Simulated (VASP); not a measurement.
Input of a VASP 6.6.1 run:

The input POSCAR:

```
LiF
1.0
    0.0000000000      2.1197350000      2.0140000000
    2.1197350000      0.0000000000      2.0140000000
    2.1197350000      2.1197350000      0.0000000000
Li F
1 1
Direct
    0.0000000000      0.0000000000      0.0000000000
    0.5000000000      0.5000000000      0.5000000000
```

The input INCAR.step1:

```
SYSTEM = LiF
PREC = Accurate
ENCUT = 520
ISMEAR = 0
SIGMA = 0.05
LREAL = .FALSE.
LASPH = .TRUE.
NELM = 100
NBANDS = 12
GGA = PE
ALGO = Normal
EDIFF = 1E-4
LWAVE = .TRUE.
LCHARG = .FALSE.
```

INCAR.step2

```
SYSTEM = LiF
PREC = Accurate
ENCUT = 520
EDIFF = 1E-7
ISMEAR = 0
SIGMA = 0.05
LREAL = .FALSE.
LASPH = .TRUE.
NELM = 100
ALGO = Normal
ISIF = 2
LWAVE = .FALSE.
LCHARG = .TRUE.
METAGGA = R2SCAN
LMIXTAU = .TRUE.
LELF = .TRUE.
LVHAR = .TRUE.
NBANDS = 12
ISTART = 1
```

File KPOINTS:

```
Automatic mesh
0
G
  10 10 10
  0 0 0
```

Potentials or basis: VASP PAW PBE potentials, release 64 (Li_sv, F).

Command:

```bash
$ cat potpaw_PBE.64/Li_sv/POTCAR potpaw_PBE.64/F/POTCAR > POTCAR
$ cp INCAR.step1 INCAR
$ mpirun -np 1 vasp_std > vasp.out
$ cp INCAR.step2 INCAR
$ mpirun -np 1 vasp_std > vasp.out
```

Question: Estimate the band gap on the k mesh.

Answer: 9.28 eV, direct.

Caveat: the cell differs from its parent crystal (strain +0.0525 x Voigt [1, 1, 0, 0, 0, 0]). A k mesh can miss the band edges.
